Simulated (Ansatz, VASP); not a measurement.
# One calculation of Cs, two programs

The input INCAR:

```
PREC     = Accurate       # precision mode
ENCUT    = 520            # plane-wave cutoff, eV
EDIFF    = 1E-6           # SCF threshold, eV
ISMEAR   = -1             # smearing method
SIGMA    = 0.08           # smearing width, eV
LREAL    = False          # projectors in reciprocal space
LASPH    = True           # aspherical terms in the spheres
NELM     = 80             # most SCF steps
ALGO     = Normal         # electronic algorithm
ISIF     = 2              # what is computed and relaxed
LWAVE    = False          # write WAVECAR
LCHARG   = False          # write CHGCAR
GGA      = PE             # functional
NBANDS   = 10             # bands
```

Contents of KPOINTS:

```
regular mesh
0
Gamma
  8 8 8
```

Contents of POSCAR:

```
Cs
1.0
    4.3412542476      0.0000000000      0.0000000000
    0.0000000000      4.3412542476      0.0000000000
    0.0000000000      0.0000000000      4.3412542476
Cs
1
Direct
    0.0000000000      0.0000000000      0.0000000000
```

Input for Ansatz:

```yaml
crystal:
  lattice:
    - [4.3412542476, 0.0, 0.0]
    - [0.0, 4.3412542476, 0.0]
    - [0.0, 0.0, 4.3412542476]
  atoms:
    - { symbol: Cs, position: [0.0, 0.0, 0.0] }
kpoints:
  mp_grid: { grid: [8, 8, 8] }
scf:
  occupations: { method: fermi_dirac, width: 0.08 }
hamiltonian:
  xc: pbe
  pseudopotentials: { kind: paw }
output:
  forces: true
  stress: true
  eigenvalues: true
  populations: true
```

Change from the starting cell: volume scaled by 0.65, PAW files.

Alike in both runs: task single point; functional PBE; k mesh 8 × 8 × 8; occupations fermi-dirac, width 0.08 eV; no spin polarisation.

|  | VASP | Ansatz |
| --- | --- | --- |
| version | VASP 6.6.1 | Ansatz 0.2.0 |
| potentials or method | VASP PAW PBE potentials, release 64 (Cs_sv) | PAW with Ansatz's default frozen-core files, scalar-relativistic |
| plane-wave cutoff (eV) | 520 | 420 |
| valence electrons in the cell | 9 | 9 |

```tsv
	VASP	Ansatz	Ansatz less VASP
pressure (GPa)	1.2	1.2	0.00
```

With one functional, cell and mesh, what is left measures potentials, basis and numerics.

Neither program's run includes spin-orbit coupling.
